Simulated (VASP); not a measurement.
Wanted: the native input for a VASP 6.6.1 run.

* Task: single point
* Functional: PBEsol
* Potentials or basis: VASP PAW PBE potentials, release 64 (In_d, Sb)
* Cutoff: 520 eV
* k mesh: 14 × 14 × 14
* Occupations: gaussian, width 0.15 eV
* Spin: no spin polarisation
* Dipole correction: no
* Further INCAR settings: ALGO = Normal; EDIFF = 1e-06; NBANDS = 16

The structure of InSb lies in POSCAR:

```
InSb
1.0
    0.0000000000      3.2634246543      2.7203907918
    3.2634246543      0.0000000000      2.7203907918
    3.2634246543      3.2634246543      0.0000000000
In Sb
1 1
Direct
    0.0000000000      0.0000000000      0.0000000000
    0.5000000000      0.5000000000      0.5000000000
```

One way to write it, as run:

INCAR

```
PREC = Accurate
ENCUT = 520
EDIFF = 1E-6
ISMEAR = 0
SIGMA = 0.15
LREAL = F
LASPH = T
NELM = 100
ALGO = Normal
ISIF = 2
LWAVE = F
LCHARG = F
GGA = PS
NBANDS = 16
```

KPOINTS

```
Automatic mesh
0
Gamma
  14 14 14
```

Potentials or basis: VASP PAW PBE potentials, release 64 (In_d, Sb).

Launch:

```console
$ cat potpaw_PBE.64/In_d/POTCAR potpaw_PBE.64/Sb/POTCAR > POTCAR
$ mpirun -np 1 vasp_std > vasp.out
```

Results of the run:

```yaml
Pressure: 1.5 GPa
Band_gap_on_the_k_mesh: zero (bands 9 and 10 overlap by 3.27 eV)
```

Caveat: the stress differs along the axes, from -5 to 15 GPa; the PAW data sets were made with another functional, which shifts forces and pressure a little; spin-orbit coupling is left out, which moves the levels of the heavy elements.

Run time: 81 s on 1 thread of Intel(R) Xeon(R) Platinum 8488C (Sapphire Rapids) (shared host), peak memory 0.37 GiB.
